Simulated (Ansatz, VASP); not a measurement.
# One calculation of LiF, two programs

```
CELL_PARAMETERS angstrom
0.00000 2.07383 2.07383
2.07383 0.00000 2.07383
2.07383 2.07383 0.00000
ATOMIC_POSITIONS crystal
Li 0.00000 0.00000 0.00000
F 0.50000 0.50000 0.50000
```

Alike in both runs: task single point; functional PBE; k mesh 8 × 8 × 8; no spin polarisation.

|  | VASP | Ansatz |
| --- | --- | --- |
| version | VASP 6.6.1 | Ansatz 0.2.0 |
| potentials or method | VASP PAW PBE potentials, release 64 (Li_sv, F) | plane waves, PAW |
| plane-wave cutoff (eV) | 520 | 420 |
| occupations | gaussian, width 0.01 eV | fixed |
| valence electrons in the cell | 10 | 10 |

|  | VASP | Ansatz | Ansatz less VASP |
| --- | --- | --- | --- |
| gap on the k mesh at the Fermi level (eV) | 8.35 | 8.35 | +0.002 |

Noted on VASP's run: the cutoff is short for stress, so the pressure is rough.
